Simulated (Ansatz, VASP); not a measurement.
# Ga in VASP and in Ansatz

```
Ga
1.0
     2.55921    0.00000    0.00000
     0.00000    2.55921    0.00000
     0.00000    0.00000    2.55921
Ga
1
Cartesian
  0.0000 0.0000 0.0000
```

Alike in both runs: task single point; functional r2SCAN; k mesh 13 × 13 × 13; occupations fermi-dirac, width 0.1 eV; no spin polarisation.

```csv
,VASP,Ansatz
version,VASP 6.6.1,Ansatz 0.2.0
potentials or method,"VASP PAW PBE potentials, release 64 (Ga_d), cutoff 520 eV","plane waves (500 eV) with PAW, scalar-relativistic"
valence electrons in the cell,13,13
```

|  | VASP | Ansatz | Ansatz less VASP |
| --- | --- | --- | --- |
| pressure (GPa) | 10.3 | 10.1 | -0.14 |

VASP's potentials were made for PBE, not for r2SCAN.
